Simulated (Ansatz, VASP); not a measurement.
**Sn2C in VASP and in Ansatz**

```
Sn C
1.0
     5.15010    0.00000    0.00000
     0.00000    5.15010    0.00000
     0.00000    0.00000    5.15010
Sn C
4 2
Direct
  0.25000 0.25000 0.25000
  0.25000 0.75000 0.75000
  0.75000 0.75000 0.25000
  0.75000 0.25000 0.75000
  0.00000 0.00000 0.00000
  0.50000 0.50000 0.50000
```

Change from the starting cell: species swapped into the Au2S type (Pn-3m, No. 224).

Alike in both runs: task single point; functional PBE; k mesh 4 × 4 × 4; occupations gaussian, width 0.1 eV; no spin polarisation.

|  | VASP | Ansatz |
| --- | --- | --- |
| version | VASP 6.6.1 | Ansatz 0.2.0 |
| potentials or method | VASP PAW PBE potentials, release 64 (Sn_d, C), cutoff 520 eV | scalar-relativistic, plane waves, PAW |
| valence electrons in the cell | 64 | 64 |

|  | VASP | Ansatz | Ansatz less VASP |
| --- | --- | --- | --- |
| gap on the k mesh at the Fermi level (eV) | none | none | - |
| pressure (GPa) | -1.3 | -1.3 | +0.04 |

A gap of «none» marks a metal or a gap that the smearing closes.
